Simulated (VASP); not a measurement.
AlN, 4 atoms in the cell. The structure is hexagonal, space group P6_3/mmc (No. 194). The conventional cell has a = 3.312 Å, b = 3.312 Å, c = 4.188 Å, α = 90.00°, β = 90.00°, γ = 120.00°. Within 2.5 Å of Al (site symmetry -6m2) lie 5 N at 1.91 to 2.09 Å. N (site symmetry -6m2) has 5 Al at 1.91 to 2.09 Å within 2.5 Å. 

| Quantity | Value |
| --- | --- |
| Program | VASP 6.6.1 |
| Task | relaxation of cell and atoms |
| Functional | PBEsol |
| Potentials or basis | VASP PAW PBE potentials, release 64 (Al, N) |
| Cutoff | 600 eV |
| k mesh | 6 × 6 × 4 |
| Occupations | gaussian, width 0.01 eV |
| Spin | no spin polarisation |
| Dipole correction | no |
| Further INCAR settings | ALGO = Normal; EDIFF = 1e-06; IBRION = 2; EDIFFG = -0.01; NSW = 80; ISIF = 3 |

Potentials or basis: VASP PAW PBE potentials, release 64 (Al, N).

Run with:

```bash
$ cat potpaw_PBE.64/Al/POTCAR potpaw_PBE.64/N/POTCAR > POTCAR
$ mpirun -np 1 vasp_std > vasp.out
```

Hardware: 1 thread of AMD EPYC 7R43 64-Core Processor (Zen 3), with other jobs on the host.

Problem. Estimate the wall time of this run.

Solution. Run time: 42 s on 1 thread of AMD EPYC 7R43 64-Core Processor (Zen 3), with other jobs on the host, peak memory 0.13 GiB. Counts: scf iterations 36, k points 21, ion steps 6.
